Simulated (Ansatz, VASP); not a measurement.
# V: VASP beside Ansatz

Contents of POSCAR:

```
V
1.0
    3.1658770091      0.0000000000      0.0000000000
   -1.5829385045      2.7417299151      0.0000000000
    0.0000000000      0.0000000000      4.8981083569
V
2
Direct
    0.3333333333      0.6666666667      0.2500000000
    0.6666666667      0.3333333333      0.7500000000
```

File INCAR.step1:

```
  ALGO = Normal
  EDIFF = 1E-4
  ENCUT = 520
  GGA = PE
  ISMEAR = 0
  ISPIN = 2
  LASPH = True
  LCHARG = False
  LMAXMIX = 4
  LREAL = False
  LWAVE = True
  MAGMOM = 2 2
  NBANDS = 24
  NELM = 150
  PREC = Accurate
  SIGMA = 0.1
```

The input INCAR.step2:

```
  ALGO = Normal
  EDIFF = 1E-7
  ENCUT = 520
  ISIF = 2
  ISMEAR = 0
  ISPIN = 2
  ISTART = 1
  LASPH = True
  LCHARG = False
  LMAXMIX = 4
  LMIXTAU = True
  LORBIT = 11
  LREAL = False
  LWAVE = False
  MAGMOM = 2 2
  METAGGA = R2SCAN
  NBANDS = 24
  NELM = 150
  PREC = Accurate
  SIGMA = 0.1
```

KPOINTS

```
k-points
0
Gamma
  6 6 4
```

Input for Ansatz:

```yaml
crystal:
  lattice:
    - [3.1658770091, 0.0, 0.0]
    - [-1.5829385045, 2.7417299151, 0.0]
    - [0.0, 0.0, 4.8981083569]
  atoms:
    - { symbol: V, position: [0.3333333333, 0.6666666667, 0.25], spin: 2.0 }
    - { symbol: V, position: [0.6666666667, 0.3333333333, 0.75], spin: 2.0 }
basis:
  ecutwfc: 500
kpoints:
  mp_grid: { grid: [6, 6, 4] }
hamiltonian:
  xc: r2scan
scf:
  occupations: { method: gaussian, width: 0.1 }
  lower_state_search: "off"
output:
  forces: true
  stress: true
  eigenvalues: true
  populations: true
magnetization:
  spin_polarized: true
```

Alike in both runs: task single point; functional r2SCAN; k mesh 6 × 6 × 4; occupations gaussian, width 0.1 eV; collinear spin.

|  | VASP | Ansatz |
| --- | --- | --- |
| version | VASP 6.6.1 | Ansatz 0.2.0 |
| potentials or method | VASP PAW PBE potentials, release 64 (V_sv), cutoff 520 eV | scalar-relativistic, plane waves, PAW |
| valence electrons in the cell | 26 | 26 |

```tsv
	VASP	Ansatz	Ansatz less VASP
gap on the k mesh at the Fermi level (eV)	none	none	-
pressure (GPa)	-18.5	-18.6	-0.08
traceless stress, the component that is largest in VASP (GPa)	3.21	3.30	+0.090
net moment per atom (μB)	2.79	2.79	+0.006
size of the moment on the site where the two differ most (μB)	2.31	2.47	+0.153
```

VASP's potentials were made for PBE, not for r2SCAN. Site moments also hang on the region over which each program counts them. A gap of «none» marks a metal or a gap that the smearing closes. Ansatz's warnings: stability check not made.

The k mesh is coarse, so the values compare programs but aren't converged.
